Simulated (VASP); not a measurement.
Input of a VASP 6.6.1 run:

File INCAR:

```
SYSTEM = MnO
PREC = Accurate
ENCUT = 520
EDIFF = 1E-8
ISMEAR = -1
SIGMA = 0.05
LREAL = .False.
LASPH = .True.
NELM = 150
ALGO = Normal
ISIF = 2
LWAVE = .False.
LCHARG = .False.
ISPIN = 2
MAGMOM = 4 0
LORBIT = 11
LMAXMIX = 4
GGA = PE
LEFG = .True.
NBANDS = 20
```

KPOINTS

```
regular mesh
0
Gamma
  14 14 14
  0 0 0
```

The input POSCAR:

```
MnO
1.0
    0.0000000000      2.3799837233      2.3799837233
    2.3799837233      0.0000000000      2.3799837233
    2.3799837233      2.3799837233      0.0000000000
Mn O
1 1
Direct
    0.0000000000      0.0000000000      0.0000000000
    0.2500000000      0.2500000000      0.2500000000
```

Potentials or basis: VASP PAW PBE potentials, release 64 (Mn_pv, O).

The run is started by

```bash
$ cat potpaw_PBE.64/Mn_pv/POTCAR potpaw_PBE.64/O/POTCAR > POTCAR
$ mpirun -np 1 vasp_std > vasp.out
```

**Question.** Estimate the band gap on the k mesh.

**Answer.** Zero (filled and empty bands overlap).

**Question.** Estimate the pressure.

**Answer.** 3.3 GPa.

**Question.** Predict the net moment.

**Answer.** 4.98 μB per cell.

Caveat: without QUAD_EFG the Cq values of the log hold for a quadrupole moment of 1 mb, not for the nuclei; a cell with one magnetic atom can't hold antiferromagnetic order, which such compounds often take; semilocal functionals often make such compounds metallic where correlation or magnetic order opens a gap, which also shifts bond lengths.
